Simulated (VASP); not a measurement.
# Cr (Cmcm) in VASP: notebook

Runs on Cr. Level: r2SCAN. Tasks: single point.

Program: VASP 6.6.1. These are calculated values, not measurements. Logs are shortened: lines on timing, memory, paths and dates and some standing lists are left out, and cuts for length are marked.

## Step 1: The cell of the first run

Symmetry: Cmcm, No. 63, orthorhombic system. Conventional cell: a = 2.247 Å, b = 4.833 Å, c = 3.981 Å, α = 90.00°, β = 90.00°, γ = 90.00°. Cr (site symmetry m2m) has 12 Cr at 2.25 to 2.67 Å within 3.0 Å.

## Step 2: Single point, r2SCAN, collinear spin, ferromagnetic start

Contents of POSCAR:

```
Cr
1.0
    1.1236347407     -2.4166635374      0.0000000000
    1.1236347407      2.4166635374      0.0000000000
    0.0000000000      0.0000000000      3.9813423424
Cr
2
Direct
    0.8705325800      0.1294674200      0.7500000000
    0.1294674200      0.8705325800      0.2500000000
```

Contents of INCAR.step1:

```
SYSTEM = Cr
  ALGO = Normal
  EDIFF = 1E-4
  ENCUT = 520
  GGA = PE
  ISMEAR = -1
  ISPIN = 2
  LASPH = .True.
  LCHARG = .False.
  LMAXMIX = 4
  LREAL = .False.
  LWAVE = .True.
  MAGMOM = 3 3
  NBANDS = 23
  NELM = 150
  PREC = Accurate
  SIGMA = 0.05
```

Contents of INCAR.step2:

```
SYSTEM = Cr
  ALGO = Normal
  EDIFF = 1E-6
  ENCUT = 520
  ISIF = 2
  ISMEAR = -1
  ISPIN = 2
  ISTART = 1
  LASPH = .True.
  LCHARG = .False.
  LMAXMIX = 4
  LMIXTAU = .True.
  LORBIT = 11
  LREAL = .False.
  LWAVE = .False.
  MAGMOM = 3 3
  METAGGA = R2SCAN
  NBANDS = 23
  NELM = 150
  PREC = Accurate
  SIGMA = 0.05
```

Contents of KPOINTS:

```
k-points
0
Gamma
  13 13 7
  0 0 0
```

Potentials or basis: VASP PAW PBE potentials, release 64 (Cr_pv).

Run with:

```
$ cat potpaw_PBE.64/Cr_pv/POTCAR > POTCAR
$ cp INCAR.step1 INCAR
$ mpirun -np 1 vasp_std > vasp.out
$ cp INCAR.step2 INCAR
$ mpirun -np 1 vasp_std > vasp.out
```

OUTCAR:

```text
SYSTEM = Cr
   EDIFF = 1E-6
   ENCUT = 520
   ISIF = 2
   ISMEAR = -1
   ISPIN = 2
   ISTART = 1
   LASPH = .True.
   LORBIT = 11
   LREAL = .False.
   METAGGA = R2SCAN
   NELM = 150
   PREC = Accurate

 ion  position               nearest neighbor table
   1  0.871  0.129  0.750-   2 2.35   2 2.35   2 2.57   2 2.57   2 2.57   2 2.57
   2  0.129  0.871  0.250-   1 2.35   1 2.35   1 2.57   1 2.57   1 2.57   1 2.57

  LATTYP: Found a base centered orthorhombic cell.
 ALAT       =     2.2472694814
 B/A-ratio  =     2.1507554456
 C/A-ratio  =     1.7716354782

  Lattice vectors:

 A1 = (   1.1236347407,  -2.4166635374,   0.0000000000)
 A2 = (   1.1236347407,   2.4166635374,   0.0000000000)
 A3 = (   0.0000000000,   0.0000000000,   3.9813423424)

Analysis of symmetry for initial positions (statically):
=====================================================================
 Subroutine PRICEL returns:
 Original cell was already a primitive cell.

 Routine SETGRP: Setting up the symmetry group for a
 base centered orthorhombic supercell.

 Subroutine GETGRP returns: Found  8 space group operations
 (whereof  4 operations were pure point group operations)
 out of a pool of  8 trial point group operations.

The static configuration has the point symmetry C_2h.
 The point group associated with its full space group is D_2h.

Analysis of symmetry for dynamics (positions and initial velocities):
=====================================================================
 Subroutine PRICEL returns:
 Original cell was already a primitive cell.

 Routine SETGRP: Setting up the symmetry group for a
 base centered orthorhombic supercell.

 Subroutine GETGRP returns: Found  8 space group operations
 (whereof  4 operations were pure point group operations)
 out of a pool of  8 trial point group operations.

The dynamic configuration has the point symmetry C_2h.
 The point group associated with its full space group is D_2h.

Analysis of structural, dynamic, and magnetic symmetry:
=====================================================================
 Subroutine PRICEL returns:
 Original cell was already a primitive cell.

 Routine SETGRP: Setting up the symmetry group for a
 base centered orthorhombic supercell.

 Subroutine GETGRP returns: Found  8 space group operations
 (whereof  4 operations were pure point group operations)
 out of a pool of  8 trial point group operations.

The overall configuration has the point symmetry C_2h.
 The point group associated with its full space group is D_2h.

 Subroutine INISYM returns: Found  8 space group operations
 (whereof  4 operations are pure point group operations),
 and found     1 'primitive' translations

----------------------------------------------------------------------------------------

                                     Primitive cell

  volume of cell :      21.6222

  direct lattice vectors                    reciprocal lattice vectors
     1.123634741 -2.416663537  0.000000000     0.444984461 -0.206896820  0.000000000
     1.123634741  2.416663537  0.000000000     0.444984461  0.206896820  0.000000000
     0.000000000  0.000000000  3.981342342     0.000000000  0.000000000  0.251171568

  length of vectors
     2.665111195  2.665111195  3.981342342     0.490731561  0.490731561  0.251171568

  position of ions in fractional coordinates (direct lattice)
     0.870532580  0.129467420  0.750000000
     0.129467420  0.870532580  0.250000000

  ion indices of the primitive-cell ions
   primitive index   ion index
                 1           1
                 2           2

----------------------------------------------------------------------------------------

 KPOINTS: k-points

Automatic generation of k-mesh.
 Grid dimensions read from file:
 generate k-points for:   13   13    7

 Generating k-lattice:

  Cartesian coordinates                     Fractional coordinates (reciprocal lattice)
     0.034229574 -0.015915140  0.000000000     0.076923077  0.000000000  0.000000000
     0.034229574  0.015915140  0.000000000     0.000000000  0.076923077  0.000000000
     0.000000000  0.000000000  0.035881653     0.000000000  0.000000000  0.142857143

  Length of vectors
     0.037748582  0.037748582  0.035881653

  Shift w.r.t. Gamma in fractional coordinates (k-lattice)
     0.000000000  0.000000000  0.000000000

 Subroutine IBZKPT returns following result:
 ===========================================

 Found    196 irreducible k-points:

 Following reciprocal coordinates:
            Coordinates               Weight
  0.000000  0.000000  0.000000      1.000000
  0.076923  0.000000  0.000000      4.000000
  0.153846  0.000000  0.000000      4.000000
  0.230769  0.000000  0.000000      4.000000
  0.307692  0.000000  0.000000      4.000000
  0.384615  0.000000  0.000000      4.000000
[... 16 lines left out ...]
  0.384615  0.153846  0.000000      4.000000
  0.461538  0.153846  0.000000      4.000000
 [... further k-points ...]
   k-points           NKPTS =    196   k-points in BZ     NKDIM =    196   number of bands    NBANDS=     23
   number of dos      NEDOS =    301   number of ions     NIONS =      2
   total plane-waves  NPLWV =  12000
   dimension x,y,z NGX =    20 NGY =   20 NGZ =   30
   dimension x,y,z NGXF=    40 NGYF=   40 NGZF=   60
   ions per type =               2
   NGX,Y,Z   is equivalent  to a cutoff of  12.48, 12.48, 12.53 a.u.
   NGXF,Y,Z  is equivalent  to a cutoff of  24.95, 24.95, 25.05 a.u.
 SYSTEM =  Cr
   PREC   = accura    normal or accurate (medium, high low for compatibility)
   ISTART =      1    job   : 0-new  1-cont  2-samecut
   ICHARG =      0    charge: 1-file 2-atom 10-const
   ISPIN  =      2    spin polarized calculation?
   LNONCOLLINEAR =      F non collinear calculations
   LSORBIT =      F    spin-orbit coupling
   LASPH  =      T    aspherical Exc in radial PAW
   ENCUT  =  520.0 eV  38.22 Ry    6.18 a.u.   4.96  4.96  7.40*2*pi/ulx,y,z
   NELM   =    150;   NELMIN=  2; NELMDL=  0     # of ELM steps
   EDIFF  = 0.1E-05   stopping-criterion for ELM
   LREAL  =      F    real-space projection
   EDIFFG = 0.1E-04   stopping-criterion for IOM
   NSW    =      0    number of steps for IOM
   IBRION =     -1    ionic relax: 0-MD 1-quasi-New 2-CG
   NFREE  =      0    steps in history (QN), initial steepest desc. (CG)
   ISIF   =      2    stress and relaxation
   ISYM   =      2    0-nonsym 1-usesym 2-fastsym
   POTIM  = 0.5000    time-step for ionic-motion
   TEBEG  =    0.0;   TEEND  =   0.0 temperature during run
   PSTRESS=    0.0 pullay stress
   NELECT =      24.0000    total number of electrons
   NUPDOWN=      -1.0000    fix difference up-down
   EMIN   =  10.00;   EMAX   =-10.00  energy-range for DOS
   EFERMI =   0.00;   METHOD = LEGACY
   ISMEAR =    -1;   SIGMA  =   0.05  broadening in eV -4-tet -1-fermi 0-gaus
   EFERMI_NEDOS =   21; number of points for ismear=-14 and -15
   IALGO  =     38    algorithm
   IMIX   =      4    mixing-type and parameters
     AMIX     =   0.40;   BMIX     =  1.00
     AMIX_MAG =   1.60;   BMIX_MAG =  1.00
  volume/ion in A,a.u.               =      10.81        72.96
  Fermi-wavevector in a.u.,A,eV,Ry     =   1.695034  3.203149 39.091424  2.873139
  Thomas-Fermi vector in A             =   2.776151
   LORBIT       =     11    0 simple, 1 ext, 2 COOP (PROOUT), +10 PAW based schemes
   METAGGA = R2SCAN    functional components
   LHFCALC =     F    Hartree Fock is set to
   AEXX    =    0.0000 exact exchange contribution
   IVDW    =     0    specifies the selected vdW correction
   LEPSILON=     F    determine dielectric tensor
   LRPA    =     F    only Hartree local field effects (RPA)
 spin polarized calculation
  energy-cutoff  :      520.00
  volume of cell :       21.62
 maximum number of plane-waves:       596
   NGX =  9   NGY =  9   NGZ = 15

 number of electron      24.0000006 magnetization      -0.0000396

 Free energy of the ion-electron system (eV)
  ---------------------------------------------------
  ext. energy  EPLUGINS =         0.00000000
  ---------------------------------------------------
  free energy    TOTEN  =       -28.79945599 eV

  energy without entropy =      -28.78040687  energy(sigma->0) =      -28.78993143

 E-fermi :  11.9007     XC(G=0): -15.3776

 val. band max:       11.8998998321   @ k =   0.3846   0.0000   0.0000
 cond. band min:      11.9007491279   @ k =   0.4615   0.0000   0.4286
 fundamental gap:      0.0008492958
 Fermi energy:        11.9006791059

 spin component 1

 k-point     1 :       0.0000    0.0000    0.0000
  band No.  band energies     occupation
      1     -33.3842      1.00000
      2     -32.6505      1.00000
      3     -32.3404      1.00000
      4     -32.1689      1.00000
      5     -32.0391      1.00000
      6     -32.0248      1.00000
[... 15 lines left out ...]
     22      28.9781      0.00000
     23      33.4688      0.00000
[... 575 lines left out ...]
      1     -33.4405      1.00000
      2     -33.2398      1.00000
      3     -32.8670      1.00000
      4     -32.7395      1.00000
      5     -32.5275      1.00000
      6     -32.3013      1.00000
[... 15 lines left out ...]
     22      24.7931      0.00000
     23      26.0557      0.00000

 [... further k-points ...]

 spin component 2

 k-point     1 :       0.0000    0.0000    0.0000
  band No.  band energies     occupation
      1     -33.3843      1.00000
      2     -32.6506      1.00000
      3     -32.3404      1.00000
      4     -32.1689      1.00000
      5     -32.0392      1.00000
      6     -32.0248      1.00000
[... 15 lines left out ...]
     22      28.9781      0.00000
     23      33.4688      0.00000
[... 575 lines left out ...]
      1     -33.4405      1.00000
      2     -33.2398      1.00000
      3     -32.8671      1.00000
      4     -32.7395      1.00000
      5     -32.5275      1.00000
      6     -32.3013      1.00000
[... 15 lines left out ...]
     22      24.7931      0.00000
     23      26.0556      0.00000

 [... further k-points ...]

------------------------ aborting loop because EDIFF is reached ----------------------------------------

  FORCE on cell =-STRESS in cart. coord.  units (eV):
  Direction    XX          YY          ZZ          XY          YZ          ZX
  --------------------------------------------------------------------------------------
  -------------------------------------------------------------------------------------
  Total        2.9701334      2.7674864      3.2090366      0.0000000      0.0000000      0.0000000
  in kB      220.0825837    205.0667360    237.7849658      0.0000000      0.0000000      0.0000000
  external PRESSURE =     220.9780952 kB  Pullay stress =       0.0000000 kB

 VOLUME and BASIS-vectors are now :
 -----------------------------------------------------------------------------
  energy-cutoff  :      520.00
  volume of cell :       21.62
      direct lattice vectors                 reciprocal lattice vectors
     1.123634741 -2.416663537  0.000000000     0.444984461 -0.206896820  0.000000000
     1.123634741  2.416663537  0.000000000     0.444984461  0.206896820  0.000000000
     0.000000000  0.000000000  3.981342342     0.000000000  0.000000000  0.251171568

 POSITION                                       TOTAL-FORCE (eV/Angst)
 -----------------------------------------------------------------------------------
      1.12363     -1.79091      2.98601         0.000000      0.103794      0.000000
      1.12363      1.79091      0.99534         0.000000     -0.103794     -0.000000
 -----------------------------------------------------------------------------------
    total drift:                               -0.000000     -0.000000      0.000000

  FREE ENERGIE OF THE ION-ELECTRON SYSTEM (eV)
  ---------------------------------------------------
  free  energy   TOTEN  =       -28.7994559896 eV

  energy  without entropy=      -28.7804068705  energy(sigma->0) =      -28.78993143

 total charge

# of ion       s       p       d       tot
------------------------------------------
    1        0.688   6.448   4.321  11.458
    2        0.688   6.448   4.321  11.458
--------------------------------------------------
tot          1.377  12.897   8.642  22.916

 magnetization (x)

# of ion       s       p       d       tot
------------------------------------------
    1       -0.000  -0.000  -0.000  -0.000
    2       -0.000  -0.000  -0.000  -0.000
--------------------------------------------------
tot         -0.000  -0.000  -0.000  -0.000
```

It took 8.7 min on 1 thread of Intel Xeon Platinum 8259CL at 2.50GHz (Skylake/Cascade Lake), shared host; peak memory 0.25 GiB.

What came out:

* Free energy: -28.7995 eV
* Pressure: 22.1 GPa
* Largest force: 0.104 eV/Å
* Band gap on the k mesh: zero (filled and empty bands overlap)
* Net moment: 0.00 μB per cell
* Valence electrons inside the program's atomic spheres: Cr 11.46

Forces on the atoms (eV/Å):
```
Cr   0.000  0.104  0.000
Cr   0.000 -0.104  0.000
```

Stress tensor (GPa, compression positive):
```
22.01  0.00  0.00
 0.00 20.51  0.00
 0.00  0.00 23.78
```

Caveat: the starting moments collapsed, and a magnetic state may lie lower; the PAW data sets were made with another functional, which shifts forces and pressure a little.

[end of part 1 of 2]
